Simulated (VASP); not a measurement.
# PbSe (Cmcm) in VASP: a series of runs

PbSe is run at these levels: PBE+D3(BJ); tasks: single point.

Everything below comes from runs of VASP 6.6.1. Logs are shortened: lines on timing, memory, paths and dates and some standing lists are left out, and cuts for length are marked.

## (1) The cell of the first run

Symmetry: Cmcm, No. 63, orthorhombic system. The conventional cell has a = 4.180 Å, b = 11.900 Å, c = 4.450 Å, α = 90.00°, β = 90.00°, γ = 90.00°. Within 3.6 Å of Pb (site symmetry m2m) lie 5 Se at 2.73 to 3.05 Å. Se (site symmetry m2m) has 5 Pb at 2.73 to 3.05 Å within 3.6 Å.

## (2) Single point, PBE+D3(BJ) (strain -0.030 along x and y, +0.000 along z)

INCAR

```
SYSTEM = PbSe
ALGO = Normal
EDIFF = 1E-7
ENCUT = 520
GGA = PE
ISIF = 2
ISMEAR = 0
IVDW = 12
LASPH = .TRUE.
LCHARG = .TRUE.
LELF = .TRUE.
LREAL = .FALSE.
LVHAR = .TRUE.
LWAVE = .FALSE.
NBANDS = 28
NELM = 100
PREC = Accurate
SIGMA = 0.05
```

KPOINTS

```
k-points
0
G
  8 8 6
  0 0 0
```

POSCAR

```
PbSe
1.0
    2.0902302923     -5.9499289295      0.0000000000
    2.0902302923      5.9499289295      0.0000000000
    0.0000000000      0.0000000000      4.4504935700
Pb Se
2 2
Direct
    0.6317607300      0.3682392700      0.7500000000
    0.3682392700      0.6317607300      0.2500000000
    0.8612899600      0.1387100400      0.7500000000
    0.1387100400      0.8612899600      0.2500000000
```

Potentials or basis: VASP PAW PBE potentials, release 64 (Pb_d, Se).

Launch:

```console
> cat potpaw_PBE.64/Pb_d/POTCAR potpaw_PBE.64/Se/POTCAR > POTCAR
> mpirun -np 1 vasp_std > vasp.out
```

OUTCAR:

```text
SYSTEM = PbSe
   EDIFF = 1E-7
   ENCUT = 520
   GGA = PE
   ISIF = 2
   ISMEAR = 0
   IVDW = 12
   LASPH = .TRUE.
   LREAL = .FALSE.
   NELM = 100
   PREC = Accurate
 IVDW          = 12

 ion  position               nearest neighbor table
   1  0.632  0.368  0.750-   3 2.73   4 3.05   4 3.05   4 3.05   4 3.05   2 3.85   2 3.85
   2  0.368  0.632  0.250-   4 2.73   3 3.05   3 3.05   3 3.05   3 3.05   1 3.85   1 3.85
   3  0.861  0.139  0.750-   1 2.73   2 3.05   2 3.05   2 3.05   2 3.05
   4  0.139  0.861  0.250-   2 2.73   1 3.05   1 3.05   1 3.05   1 3.05

  LATTYP: Found a base centered orthorhombic cell.
 ALAT       =     4.1804605846
 B/A-ratio  =     2.8465422932
 C/A-ratio  =     1.0645940752

  Lattice vectors:

 A1 = (   2.0902302923,  -5.9499289295,   0.0000000000)
 A2 = (   2.0902302923,   5.9499289295,   0.0000000000)
 A3 = (   0.0000000000,   0.0000000000,   4.4504935700)

Analysis of symmetry for initial positions (statically):
=====================================================================
 Subroutine PRICEL returns:
 Original cell was already a primitive cell.

 Routine SETGRP: Setting up the symmetry group for a
 base centered orthorhombic supercell.

 Subroutine GETGRP returns: Found  8 space group operations
 (whereof  4 operations were pure point group operations)
 out of a pool of  8 trial point group operations.

The static configuration has the point symmetry C_2h.
 The point group associated with its full space group is D_2h.

Analysis of symmetry for dynamics (positions and initial velocities):
=====================================================================
 Subroutine PRICEL returns:
 Original cell was already a primitive cell.

 Routine SETGRP: Setting up the symmetry group for a
 base centered orthorhombic supercell.

 Subroutine GETGRP returns: Found  8 space group operations
 (whereof  4 operations were pure point group operations)
 out of a pool of  8 trial point group operations.

The dynamic configuration has the point symmetry C_2h.
 The point group associated with its full space group is D_2h.

 Subroutine INISYM returns: Found  8 space group operations
 (whereof  4 operations are pure point group operations),
 and found     1 'primitive' translations

----------------------------------------------------------------------------------------

                                     Primitive cell

  volume of cell :     110.6991

  direct lattice vectors                    reciprocal lattice vectors
     2.090230292 -5.949928930  0.000000000     0.239208092 -0.084034617  0.000000000
     2.090230292  5.949928930  0.000000000     0.239208092  0.084034617  0.000000000
     0.000000000  0.000000000  4.450493570     0.000000000  0.000000000  0.224694179

  length of vectors
     6.306402853  6.306402853  4.450493570     0.253539599  0.253539599  0.224694179

  position of ions in fractional coordinates (direct lattice)
     0.631760730  0.368239270  0.750000000
     0.368239270  0.631760730  0.250000000
     0.861289960  0.138710040  0.750000000
     0.138710040  0.861289960  0.250000000

  ion indices of the primitive-cell ions
   primitive index   ion index
                 1           1
                 2           2
                 3           3
                 4           4

----------------------------------------------------------------------------------------

 KPOINTS: k-points

Automatic generation of k-mesh.
 Grid dimensions read from file:
 generate k-points for:    8    8    6

 Generating k-lattice:

  Cartesian coordinates                     Fractional coordinates (reciprocal lattice)
     0.029901011 -0.010504327  0.000000000     0.125000000  0.000000000  0.000000000
     0.029901011  0.010504327  0.000000000     0.000000000  0.125000000  0.000000000
     0.000000000  0.000000000  0.037449030     0.000000000  0.000000000  0.166666667

  Length of vectors
     0.031692450  0.031692450  0.037449030

  Shift w.r.t. Gamma in fractional coordinates (k-lattice)
     0.000000000  0.000000000  0.000000000

 Subroutine IBZKPT returns following result:
 ===========================================

 Found     84 irreducible k-points:

 Following reciprocal coordinates:
            Coordinates               Weight
  0.000000  0.000000  0.000000      1.000000
  0.125000  0.000000  0.000000      4.000000
  0.250000  0.000000  0.000000      4.000000
  0.375000 -0.000000  0.000000      4.000000
  0.500000  0.000000  0.000000      2.000000
  0.125000  0.125000  0.000000      2.000000
[... 16 lines left out ...]
  0.125000  0.000000  0.166667      8.000000
  0.250000  0.000000  0.166667      8.000000
 [... further k-points ...]
   k-points           NKPTS =     84   k-points in BZ     NKDIM =     84   number of bands    NBANDS=     28
   number of dos      NEDOS =    301   number of ions     NIONS =      4
   total plane-waves  NPLWV =  82944
   dimension x,y,z NGX =    48 NGY =   48 NGZ =   36
   dimension x,y,z NGXF=    96 NGYF=   96 NGZF=   72
   ions per type =               2   2
   NGX,Y,Z   is equivalent  to a cutoff of  12.65, 12.65, 13.45 a.u.
   NGXF,Y,Z  is equivalent  to a cutoff of  25.31, 25.31, 26.90 a.u.
 SYSTEM =  PbSe
   PREC   = accura    normal or accurate (medium, high low for compatibility)
   ISTART =      0    job   : 0-new  1-cont  2-samecut
   ICHARG =      2    charge: 1-file 2-atom 10-const
   ISPIN  =      1    spin polarized calculation?
   LNONCOLLINEAR =      F non collinear calculations
   LSORBIT =      F    spin-orbit coupling
   LASPH  =      T    aspherical Exc in radial PAW
   ENCUT  =  520.0 eV  38.22 Ry    6.18 a.u.  11.73 11.73  8.27*2*pi/ulx,y,z
   NELM   =    100;   NELMIN=  2; NELMDL= -5     # of ELM steps
   EDIFF  = 0.1E-06   stopping-criterion for ELM
   LREAL  =      F    real-space projection
   EDIFFG = 0.1E-05   stopping-criterion for IOM
   NSW    =      0    number of steps for IOM
   IBRION =     -1    ionic relax: 0-MD 1-quasi-New 2-CG
   NFREE  =      0    steps in history (QN), initial steepest desc. (CG)
   ISIF   =      2    stress and relaxation
   ISYM   =      2    0-nonsym 1-usesym 2-fastsym
   POTIM  = 0.5000    time-step for ionic-motion
   TEBEG  =    0.0;   TEEND  =   0.0 temperature during run
   PSTRESS=    0.0 pullay stress
   NELECT =      40.0000    total number of electrons
   NUPDOWN=      -1.0000    fix difference up-down
   EMIN   =  10.00;   EMAX   =-10.00  energy-range for DOS
   EFERMI =   0.00;   METHOD = LEGACY
   ISMEAR =     0;   SIGMA  =   0.05  broadening in eV -4-tet -1-fermi 0-gaus
   EFERMI_NEDOS =   21; number of points for ismear=-14 and -15
   IALGO  =     38    algorithm
   IMIX   =      4    mixing-type and parameters
     AMIX     =   0.40;   BMIX     =  1.00
     AMIX_MAG =   1.60;   BMIX_MAG =  1.00
  volume/ion in A,a.u.               =      27.67       186.76
  Fermi-wavevector in a.u.,A,eV,Ry     =   1.166040  2.203496 18.499153  1.359649
  Thomas-Fermi vector in A             =   2.302558
   LORBIT       =      0    0 simple, 1 ext, 2 COOP (PROOUT), +10 PAW based schemes
   GGA     = PE    functional components
   LHFCALC =     F    Hartree Fock is set to
   AEXX    =    0.0000 exact exchange contribution
   IVDW    =    12    specifies the selected vdW correction
   LEPSILON=     F    determine dielectric tensor
   LRPA    =     F    only Hartree local field effects (RPA)
 non-spin polarized calculation
 Gauss-broadening in eV      SIGMA  =   0.05
  energy-cutoff  :      520.00
  volume of cell :      110.70
 maximum number of plane-waves:      3002
   NGX = 23   NGY = 23   NGZ = 17

 number of electron      39.9999998 magnetization

 Free energy of the ion-electron system (eV)
  ---------------------------------------------------
  ext. energy  EPLUGINS =         0.00000000
  ---------------------------------------------------
  free energy    TOTEN  =       -16.06027008 eV

  energy without entropy =      -16.06027008  energy(sigma->0) =      -16.06027008

 E-fermi :   5.2002     XC(G=0):  -9.7117

 val. band max:        4.9462031305   @ k =   0.5000   0.5000   0.3333
 cond. band min:       5.9681754003   @ k =   0.2500   0.1250   0.0000
 fundamental gap:      1.0219722698
 Fermi energy:         5.2002326302

 k-point     1 :       0.0000    0.0000    0.0000
  band No.  band energies     occupation
      1     -11.6259      2.00000
      2     -11.5104      2.00000
      3     -11.4963      2.00000
      4     -11.4910      2.00000
      5     -11.4692      2.00000
      6     -11.4590      2.00000
[... 20 lines left out ...]
     27      10.6258      0.00000
     28      11.6035      0.00000

 k-point     2 :       0.1250    0.0000    0.0000
  band No.  band energies     occupation
      1     -11.6152      2.00000
      2     -11.5058      2.00000
      3     -11.4909      2.00000
      4     -11.4893      2.00000
      5     -11.4743      2.00000
      6     -11.4612      2.00000
[... 20 lines left out ...]
     27      10.8734      0.00000
     28      11.7517      0.00000

 k-point     3 :       0.2500    0.0000    0.0000
  band No.  band energies     occupation
      1     -11.5875      2.00000
      2     -11.4980      2.00000
      3     -11.4942      2.00000
      4     -11.4866      2.00000
      5     -11.4740      2.00000
      6     -11.4622      2.00000
[... 20 lines left out ...]
     27      11.6571      0.00000
     28      12.2100      0.00000

 k-point     4 :       0.3750   -0.0000    0.0000
  band No.  band energies     occupation
      1     -11.5533      2.00000
      2     -11.5018      2.00000
      3     -11.5016      2.00000
      4     -11.4989      2.00000
      5     -11.4683      2.00000
      6     -11.4617      2.00000
[... 20 lines left out ...]
     27      12.8710      0.00000
     28      12.9517      0.00000

 k-point     5 :       0.5000    0.0000    0.0000
  band No.  band energies     occupation
      1     -11.5256      2.00000
      2     -11.5192      2.00000
      3     -11.5057      2.00000
      4     -11.5036      2.00000
      5     -11.4696      2.00000
      6     -11.4606      2.00000
[... 20 lines left out ...]
     27      12.9565      0.00000
     28      13.6323      0.00000

 k-point     6 :       0.1250    0.1250    0.0000
  band No.  band energies     occupation
      1     -11.5892      2.00000
      2     -11.4973      2.00000
      3     -11.4969      2.00000
      4     -11.4838      2.00000
      5     -11.4761      2.00000
      6     -11.4652      2.00000
[... 463 lines left out ...]
      5     -11.4781      2.00000
      6     -11.4624      2.00000
[... 20 lines left out ...]
     27      11.4064      0.00000
     28      12.2814      0.00000

 k-point    22 :       0.0000    0.0000    0.1667
  band No.  band energies     occupation
      1     -11.6094      2.00000
      2     -11.5119      2.00000
      3     -11.4969      2.00000
      4     -11.4804      2.00000
      5     -11.4775      2.00000
      6     -11.4718      2.00000
[... 20 lines left out ...]
     27      10.5983      0.00000
     28      12.5855      0.00000

 k-point    23 :       0.1250    0.0000    0.1667
  band No.  band energies     occupation
      1     -11.6022      2.00000
      2     -11.5088      2.00000
      3     -11.4936      2.00000
      4     -11.4836      2.00000
      5     -11.4808      2.00000
      6     -11.4697      2.00000
[... 20 lines left out ...]
     27      11.4265      0.00000
     28      12.5703      0.00000

 k-point    24 :       0.2500    0.0000    0.1667
  band No.  band energies     occupation
      1     -11.5851      2.00000
      2     -11.5151      2.00000
      3     -11.4948      2.00000
      4     -11.4854      2.00000
      5     -11.4786      2.00000
      6     -11.4581      2.00000
[... 20 lines left out ...]
     27      12.1862      0.00000
     28      12.5157      0.00000

 [... further k-points ...]

------------------------ aborting loop because EDIFF is reached ----------------------------------------

 Edisp (eV)   -1.53160

 E8    (eV) :    -0.7151

  FORCE on cell =-STRESS in cart. coord.  units (eV):
  Direction    XX          YY          ZZ          XY          YZ          ZX
  --------------------------------------------------------------------------------------
  -------------------------------------------------------------------------------------
  Total       1.40263     2.45887     0.72030     0.00000    -0.00000     0.00000
  in kB      20.30060    35.58790    10.42515     0.00000    -0.00000     0.00000
  external pressure =       22.10 kB  Pullay stress =        0.00 kB

 VOLUME and BASIS-vectors are now :
 -----------------------------------------------------------------------------
  energy-cutoff  :      520.00
  volume of cell :      110.70
      direct lattice vectors                 reciprocal lattice vectors
     2.090230292 -5.949928930  0.000000000     0.239208092 -0.084034617  0.000000000
     2.090230292  5.949928930  0.000000000     0.239208092  0.084034617  0.000000000
     0.000000000  0.000000000  4.450493570     0.000000000  0.000000000  0.224694179

 POSITION                                       TOTAL-FORCE (eV/Angst)
 -----------------------------------------------------------------------------------
      2.09023     -1.56793      3.33787         0.000000      0.575702      0.000000
      2.09023      1.56793      1.11262         0.000000     -0.575702     -0.000000
      2.09023     -4.29930      3.33787         0.000000     -0.537001      0.000000
      2.09023      4.29930      1.11262         0.000000      0.537001     -0.000000
 -----------------------------------------------------------------------------------
    total drift:                                0.000000     -0.000000     -0.000000

  FREE ENERGIE OF THE ION-ELECTRON SYSTEM (eV)
  ---------------------------------------------------
  free  energy   TOTEN  =       -17.5918685350 eV

  energy  without entropy=      -17.5918685350  energy(sigma->0) =      -17.59186854
```

Run time: 4.3 min. Hardware: 1 thread of Intel Xeon Platinum 8488C (Sapphire Rapids), shared host; peak memory 0.42 GiB.

Results:

```yaml
Free_energy: -17.5919 eV
Pressure: 2.2 GPa
Largest_force: 0.576 eV/Å
Band_gap_on_the_k_mesh: 1.02 eV (least direct gap 1.09 eV)
Dispersion_energy_per_atom: -0.383 eV
```

Forces in eV/Å, atoms in the order of the input:
```
Pb   0.000  0.576  0.000
Pb   0.000 -0.576  0.000
Se   0.000 -0.537  0.000
Se   0.000  0.537  0.000
```

Levels at points of the mesh, in eV from the valence-band top:
```tsv
k point	band 18	band 19	band 20	band 21	band 22	band 23
(0.00, 0.00, 0.00)	-1.61	-1.55	-0.60	4.39	4.66	4.72
(0.50, 0.00, 0.00)	-1.17	-0.66	-0.45	1.42	1.49	1.68
(0.50, 0.50, 0.00)	-1.75	-1.11	-0.59	1.17	4.31	4.44
(0.00, 0.00, 0.50)	-0.98	-0.01	-0.01	1.64	1.64	2.43
(0.50, 0.00, 0.50)	-3.33	-1.40	-1.40	3.25	3.25	5.46
(0.50, 0.50, 0.50)	-1.09	-0.42	-0.42	1.50	1.50	2.98
```

Caveat: the cell differs from its parent crystal (strain -0.030 along x and y, +0.000 along z); spin-orbit coupling is left out, which moves the levels of the heavy elements. A k mesh can miss the band edges.

(Continued in part 2 of 2.)
